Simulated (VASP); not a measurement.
# AgCl (P4/mmm) in VASP: a series of runs

The runs below take AgCl through single point, with PBEsol.

Everything below comes from runs of VASP 6.6.1. Logs are shortened: lines on timing, memory, paths and dates and some standing lists are left out, and cuts for length are marked.

## 1. The cell of the first run

It takes space group P4/mmm (No. 123, tetragonal). Conventional cell: a = 3.331 Å, b = 3.331 Å, c = 3.434 Å, α = 90.00°, β = 90.00°, γ = 90.00°. Within 3.8 Å of Ag (site symmetry 4/mmm) lie 8 Cl at 2.91 Å and 6 Ag at 3.33 to 3.43 Å. Cl (site symmetry 4/mmm) has 8 Ag at 2.91 Å and 6 Cl at 3.33 to 3.43 Å within 3.8 Å.

## 2. Single point, PBEsol (equal xx and yy strain of -3 %)

The input, INCAR:

```
ALGO = Normal
EDIFF = 1E-7
ENCUT = 520
GGA = PS
ISIF = 2
ISMEAR = -1
LASPH = True
LCHARG = True
LELF = True
LREAL = False
LVHAR = True
LWAVE = False
NBANDS = 16
NELM = 60
PREC = Accurate
SIGMA = 0.01
```

The input, KPOINTS:

```
k-points
0
Gamma
  9 9 9
```

The input, POSCAR:

```
AgCl
1.0
    3.3309538100      0.0000000000      0.0000000000
    0.0000000000      3.3309538100      0.0000000000
    0.0000000000      0.0000000000      3.4339730000
Ag Cl
1 1
Direct
    0.0000000000      0.0000000000      0.0000000000
    0.5000000000      0.5000000000      0.5000000000
```

Potentials or basis: VASP PAW PBE potentials, release 64 (Ag, Cl).

On the command line:

```sh
cat potpaw_PBE.64/Ag/POTCAR potpaw_PBE.64/Cl/POTCAR > POTCAR
mpirun -np 1 vasp_std > vasp.out
```

OUTCAR:

```text
EDIFF = 1E-7
   ENCUT = 520
   GGA = PS
   ISIF = 2
   ISMEAR = -1
   LASPH = True
   LREAL = False
   NELM = 60
   PREC = Accurate

 ion  position               nearest neighbor table
   1  0.000  0.000  0.000-   2 2.91   2 2.91   2 2.91   2 2.91   2 2.91   2 2.91   2 2.91   2 2.91

   2  0.500  0.500  0.500-   1 2.91   1 2.91   1 2.91   1 2.91   1 2.91   1 2.91   1 2.91   1 2.91

  LATTYP: Found a simple tetragonal cell.
 ALAT       =     3.3309538100
 C/A-ratio  =     1.0309278351

  Lattice vectors:

 A1 = (   3.3309538100,   0.0000000000,   0.0000000000)
 A2 = (   0.0000000000,   3.3309538100,   0.0000000000)
 A3 = (   0.0000000000,   0.0000000000,   3.4339730000)

Analysis of symmetry for initial positions (statically):
=====================================================================
 Subroutine PRICEL returns:
 Original cell was already a primitive cell.

 Routine SETGRP: Setting up the symmetry group for a
 simple tetragonal supercell.

 Subroutine GETGRP returns: Found 16 space group operations
 (whereof 16 operations were pure point group operations)
 out of a pool of 16 trial point group operations.

The static configuration has the point symmetry D_4h.

Analysis of symmetry for dynamics (positions and initial velocities):
=====================================================================
 Subroutine PRICEL returns:
 Original cell was already a primitive cell.

 Routine SETGRP: Setting up the symmetry group for a
 simple tetragonal supercell.

 Subroutine GETGRP returns: Found 16 space group operations
 (whereof 16 operations were pure point group operations)
 out of a pool of 16 trial point group operations.

The dynamic configuration has the point symmetry D_4h.

 Subroutine INISYM returns: Found 16 space group operations
 (whereof 16 operations are pure point group operations),
 and found     1 'primitive' translations

----------------------------------------------------------------------------------------

                                     Primitive cell

  volume of cell :      38.1008

  direct lattice vectors                    reciprocal lattice vectors
     3.330953810  0.000000000  0.000000000     0.300214310  0.000000000  0.000000000
     0.000000000  3.330953810  0.000000000     0.000000000  0.300214310  0.000000000
     0.000000000  0.000000000  3.433973000     0.000000000  0.000000000  0.291207881

  length of vectors
     3.330953810  3.330953810  3.433973000     0.300214310  0.300214310  0.291207881

  position of ions in fractional coordinates (direct lattice)
     0.000000000  0.000000000  0.000000000
     0.500000000  0.500000000  0.500000000

  ion indices of the primitive-cell ions
   primitive index   ion index
                 1           1
                 2           2

----------------------------------------------------------------------------------------

 KPOINTS: k-points

Automatic generation of k-mesh.
 Grid dimensions read from file:
 generate k-points for:    9    9    9

 Generating k-lattice:

  Cartesian coordinates                     Fractional coordinates (reciprocal lattice)
     0.033357146  0.000000000  0.000000000     0.111111111  0.000000000  0.000000000
     0.000000000  0.033357146  0.000000000     0.000000000  0.111111111  0.000000000
     0.000000000  0.000000000  0.032356431     0.000000000  0.000000000  0.111111111

  Length of vectors
     0.033357146  0.033357146  0.032356431

  Shift w.r.t. Gamma in fractional coordinates (k-lattice)
     0.000000000  0.000000000  0.000000000

 Subroutine IBZKPT returns following result:
 ===========================================

 Found     75 irreducible k-points:

 Following reciprocal coordinates:
            Coordinates               Weight
  0.000000  0.000000  0.000000      1.000000
  0.111111  0.000000  0.000000      4.000000
  0.222222  0.000000  0.000000      4.000000
  0.333333  0.000000  0.000000      4.000000
  0.444444  0.000000  0.000000      4.000000
  0.111111  0.111111  0.000000      4.000000
[... 16 lines left out ...]
  0.333333  0.111111  0.111111     16.000000
  0.444444  0.111111  0.111111     16.000000
 [... further k-points ...]
   k-points           NKPTS =     75   k-points in BZ     NKDIM =     75   number of bands    NBANDS=     16
   number of dos      NEDOS =    301   number of ions     NIONS =      2
   total plane-waves  NPLWV =  21952
   dimension x,y,z NGX =    28 NGY =   28 NGZ =   28
   dimension x,y,z NGXF=    56 NGYF=   56 NGZF=   56
   ions per type =               1   1
   NGX,Y,Z   is equivalent  to a cutoff of  13.97, 13.97, 13.56 a.u.
   NGXF,Y,Z  is equivalent  to a cutoff of  27.95, 27.95, 27.11 a.u.
 SYSTEM =  unknown system
   PREC   = accura    normal or accurate (medium, high low for compatibility)
   ISTART =      0    job   : 0-new  1-cont  2-samecut
   ICHARG =      2    charge: 1-file 2-atom 10-const
   ISPIN  =      1    spin polarized calculation?
   LNONCOLLINEAR =      F non collinear calculations
   LSORBIT =      F    spin-orbit coupling
   LASPH  =      T    aspherical Exc in radial PAW
   ENCUT  =  520.0 eV  38.22 Ry    6.18 a.u.   6.19  6.19  6.38*2*pi/ulx,y,z
   NELM   =     60;   NELMIN=  2; NELMDL= -5     # of ELM steps
   EDIFF  = 0.1E-06   stopping-criterion for ELM
   LREAL  =      F    real-space projection
   EDIFFG = 0.1E-05   stopping-criterion for IOM
   NSW    =      0    number of steps for IOM
   IBRION =     -1    ionic relax: 0-MD 1-quasi-New 2-CG
   NFREE  =      0    steps in history (QN), initial steepest desc. (CG)
   ISIF   =      2    stress and relaxation
   ISYM   =      2    0-nonsym 1-usesym 2-fastsym
   POTIM  = 0.5000    time-step for ionic-motion
   TEBEG  =    0.0;   TEEND  =   0.0 temperature during run
   PSTRESS=    0.0 pullay stress
   NELECT =      18.0000    total number of electrons
   NUPDOWN=      -1.0000    fix difference up-down
   EMIN   =  10.00;   EMAX   =-10.00  energy-range for DOS
   EFERMI =   0.00;   METHOD = LEGACY
   ISMEAR =    -1;   SIGMA  =   0.01  broadening in eV -4-tet -1-fermi 0-gaus
   EFERMI_NEDOS =   21; number of points for ismear=-14 and -15
   IALGO  =     38    algorithm
   IMIX   =      4    mixing-type and parameters
     AMIX     =   0.40;   BMIX     =  1.00
     AMIX_MAG =   1.60;   BMIX_MAG =  1.00
  volume/ion in A,a.u.               =      19.05       128.56
  Fermi-wavevector in a.u.,A,eV,Ry     =   1.275032  2.409460 22.119069  1.625706
  Thomas-Fermi vector in A             =   2.407767
   LORBIT       =      0    0 simple, 1 ext, 2 COOP (PROOUT), +10 PAW based schemes
   GGA     = PS    functional components
   LHFCALC =     F    Hartree Fock is set to
   AEXX    =    0.0000 exact exchange contribution
   IVDW    =     0    specifies the selected vdW correction
   LEPSILON=     F    determine dielectric tensor
   LRPA    =     F    only Hartree local field effects (RPA)
 non-spin polarized calculation
  energy-cutoff  :      520.00
  volume of cell :       38.10
 maximum number of plane-waves:      1042
 NGX is ok and might be reduce to    28
   NGX = 13   NGY = 13   NGZ = 13

 number of electron      18.0000001 magnetization

 Free energy of the ion-electron system (eV)
  ---------------------------------------------------
  ext. energy  EPLUGINS =         0.00000000
  ---------------------------------------------------
  free energy    TOTEN  =        -5.81050956 eV

  energy without entropy =       -5.81050956  energy(sigma->0) =       -5.81050956

 E-fermi :   4.8222     XC(G=0): -10.9434

 val. band max:        4.5668754189   @ k =   0.0000   0.0000   0.4444
 cond. band min:       4.9987785647   @ k =   0.0000   0.0000   0.0000
 fundamental gap:      0.4319031459
 Fermi energy:         4.8221839827

 k-point     1 :       0.0000    0.0000    0.0000
  band No.  band energies     occupation
      1     -10.3946      2.00000
      2       1.5120      2.00000
      3       1.5615      2.00000
      4       2.6179      2.00000
      5       2.6179      2.00000
      6       2.6436      2.00000
[... 8 lines left out ...]
     15      18.6997      0.00000
     16      21.0014      0.00000

 k-point     2 :       0.1111    0.0000    0.0000
  band No.  band energies     occupation
      1     -10.3327      2.00000
      2       1.3698      2.00000
      3       1.5740      2.00000
      4       2.1359      2.00000
      5       2.3112      2.00000
      6       2.4926      2.00000
[... 8 lines left out ...]
     15      18.2667      0.00000
     16      20.9417      0.00000

 k-point     3 :       0.2222    0.0000    0.0000
  band No.  band energies     occupation
      1     -10.1683      2.00000
      2       0.5391      2.00000
      3       1.6261      2.00000
      4       1.7305      2.00000
      5       1.9308      2.00000
      6       2.4539      2.00000
[... 8 lines left out ...]
     15      18.2818      0.00000
     16      20.7921      0.00000

 k-point     4 :       0.3333    0.0000    0.0000
  band No.  band energies     occupation
      1      -9.9657      2.00000
      2      -0.3958      2.00000
      3       1.4426      2.00000
      4       1.6547      2.00000
      5       1.6894      2.00000
      6       2.6669      2.00000
[... 8 lines left out ...]
     15      19.9026      0.00000
     16      20.6251      0.00000
[... 324 lines left out ...]
 k-point    22 :       0.2222    0.1111    0.1111
  band No.  band energies     occupation
      1     -10.0684      2.00000
      2       0.6383      2.00000
      3       1.3542      2.00000
      4       1.5855      2.00000
      5       1.9747      2.00000
      6       2.4016      2.00000
[... 8 lines left out ...]
     15      17.9374      0.00000
     16      20.8255      0.00000

 k-point    23 :       0.3333    0.1111    0.1111
  band No.  band energies     occupation
      1      -9.8791      2.00000
      2      -0.2017      2.00000
      3       1.2515      2.00000
      4       1.6547      2.00000
      5       1.8610      2.00000
      6       2.5198      2.00000
[... 8 lines left out ...]
     15      19.0218      0.00000
     16      20.8370      0.00000

 k-point    24 :       0.4444    0.1111    0.1111
  band No.  band energies     occupation
      1      -9.7463      2.00000
      2      -0.7073      2.00000
      3       1.1615      2.00000
      4       1.6321      2.00000
      5       1.8419      2.00000
      6       2.5704      2.00000
[... 8 lines left out ...]
     15      19.4730      0.00000
     16      21.3601      0.00000

 [... further k-points ...]
[... 5 lines left out ...]
  --------------------------------------------------------------------------------------
  -------------------------------------------------------------------------------------
  Total       -0.3331700     -0.3331700     -0.6926649      0.0000000      0.0000000      0.0000000
  in kB      -14.0101382    -14.0101382    -29.1272614      0.0000000      0.0000000      0.0000000
  external PRESSURE =     -19.0491793 kB  Pullay stress =       0.0000000 kB

 VOLUME and BASIS-vectors are now :
 -----------------------------------------------------------------------------
  energy-cutoff  :      520.00
  volume of cell :       38.10
      direct lattice vectors                 reciprocal lattice vectors
     3.330953810  0.000000000  0.000000000     0.300214310  0.000000000  0.000000000
     0.000000000  3.330953810  0.000000000     0.000000000  0.300214310  0.000000000
     0.000000000  0.000000000  3.433973000     0.000000000  0.000000000  0.291207881

 POSITION                                       TOTAL-FORCE (eV/Angst)
 -----------------------------------------------------------------------------------
      0.00000      0.00000      0.00000         0.000000      0.000000      0.000000
      1.66548      1.66548      1.71699         0.000000      0.000000      0.000000
 -----------------------------------------------------------------------------------
    total drift:                               -0.000000      0.000000      0.000000

  FREE ENERGIE OF THE ION-ELECTRON SYSTEM (eV)
  ---------------------------------------------------
  free  energy   TOTEN  =        -5.8105095569 eV

  energy  without entropy=       -5.8105095569  energy(sigma->0) =       -5.81050956
```

Run time: 36 s. Hardware: 1 thread of Intel Xeon 6975P-C, shared host; peak memory 0.19 GiB.

Results:

* Free energy: -5.8105 eV
* Pressure: -1.9 GPa
* Band gap on the k mesh: 0.43 eV, indirect (least direct gap 2.04 eV)

Stress tensor (GPa, compression positive):
```
-1.40  0.00  0.00
 0.00 -1.40  0.00
 0.00  0.00 -2.91
```

Caveat: the cell differs from its parent crystal (equal xx and yy strain of -3 %); the PAW data sets were made with another functional, which shifts forces and pressure a little. A k mesh can miss the band edges.

## 3. Single point, PBEsol (equal xx and yy strain of -1 %)

The input, INCAR:

```
SYSTEM = AgCl
PREC = Accurate
ENCUT = 520
EDIFF = 1E-7
ISMEAR = -1
SIGMA = 0.01
LREAL = .False.
LASPH = .True.
NELM = 80
ALGO = Normal
ISIF = 2
LWAVE = .False.
LCHARG = .False.
GGA = PS
NBANDS = 16
```

The input, KPOINTS:

```
regular mesh
0
Gamma
  9 9 9
  0 0 0
```

The input, POSCAR:

```
AgCl
1.0
    3.3996332700      0.0000000000      0.0000000000
    0.0000000000      3.3996332700      0.0000000000
    0.0000000000      0.0000000000      3.4339730000
Ag Cl
1 1
Direct
    0.0000000000      0.0000000000      0.0000000000
    0.5000000000      0.5000000000      0.5000000000
```

Potentials or basis: VASP PAW PBE potentials, release 64 (Ag, Cl).

On the command line:

```sh
cat potpaw_PBE.64/Ag/POTCAR potpaw_PBE.64/Cl/POTCAR > POTCAR
mpirun -np 1 vasp_std > vasp.out
```

Wall time 35 s (1 thread of Intel Xeon 6975P-C, shared host); peak memory 0.19 GiB.

It converged, with:

```
Free energy            : -5.7855 eV
Pressure               : -3.9 GPa
Band gap on the k mesh : 0.44 eV, indirect (least direct gap 1.97 eV)
```

Stress tensor (GPa, compression positive):
```
-3.73  0.00  0.00
 0.00 -3.73  0.00
 0.00  0.00 -4.20
```

Levels at points of the mesh, in eV from the valence-band top:
| k point | band 7 | band 8 | band 9 | band 10 | band 11 | band 12 |
| --- | --- | --- | --- | --- | --- | --- |
| (0.00, 0.00, 0.00) | -1.63 | -1.53 | -1.53 | 0.44 | 9.26 | 9.33 |

Caveat: the cell differs from its parent crystal (equal xx and yy strain of -1 %); the PAW data sets were made with another functional, which shifts forces and pressure a little.
